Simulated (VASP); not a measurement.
A run of VASP 6.6.1:

File INCAR:

```
SYSTEM = Ir
  ALGO = Fast
  EDIFF = 1E-7
  ENCUT = 520
  GGA = CA
  ISIF = 2
  ISMEAR = 0
  ISYM = 0
  KPAR = 4
  LASPH = .True.
  LCHARG = .True.
  LREAL = .False.
  LVHAR = .True.
  LWAVE = .False.
  NBANDS = 16
  NELM = 80
  PREC = Accurate
  SIGMA = 0.15
```

The input KPOINTS:

```
k-points
0
Gamma
  24 24 20
  0 0 0
```

POSCAR

```
Ir
1.0
    0.0000000000     -1.9197000000     -1.9197000000
   -1.9197000000      0.0000000000     -1.9197000000
    1.9197000000      1.9197000000     -3.8394000000
Ir
2
Direct
    0.5056347585      0.5056347585      0.4830827986
   -0.0056347585     -0.0056347585      0.0169172014
```

Potentials or basis: VASP PAW LDA potentials, release 64 (Ir).

Launch:

```bash
$ cat potpaw_LDA.64/Ir/POTCAR > POTCAR
$ mpirun -np 4 vasp_std > vasp.out
```

Hardware: 4 MPI ranks on Oxide Virtual Turin-like Processor (shared host).

**Question.** Estimate the wall time of this run.

**Answer.** Wall time 22 min on 4 MPI ranks on Oxide Virtual Turin-like Processor (shared host), peak memory 2 GiB a rank. Counts: scf iterations 19, k points 5764.
